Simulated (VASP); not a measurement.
Input of a VASP 6.6.1 run:

Contents of INCAR:

```
PREC = Accurate
ENCUT = 520
EDIFF = 1E-6
ISMEAR = -1
SIGMA = 0.1
LREAL = False
LASPH = True
NELM = 80
ALGO = Normal
ISIF = 2
LWAVE = False
LCHARG = True
GGA = PS
LELF = True
LVHAR = True
NBANDS = 12
```

File KPOINTS:

```
regular mesh
0
Gamma
  12 12 12
```

POSCAR

```
In
1.0
    3.0142427195      0.0000000000      0.0000000000
    0.0000000000      3.0142427195      0.0000000000
    0.0000000000      0.0000000000      3.0142427195
In
1
Direct
    0.0000000000      0.0000000000      0.0000000000
```

Potentials or basis: VASP PAW PBE potentials, release 64 (In_d).

Launch:

```console
$ cat potpaw_PBE.64/In_d/POTCAR > POTCAR
$ mpirun -np 1 vasp_std > vasp.out
```

(1) Estimate the pressure.

## Answers

(1) -0.2 GPa.

Caveat: the PAW data sets were made with another functional, which shifts forces and pressure a little.
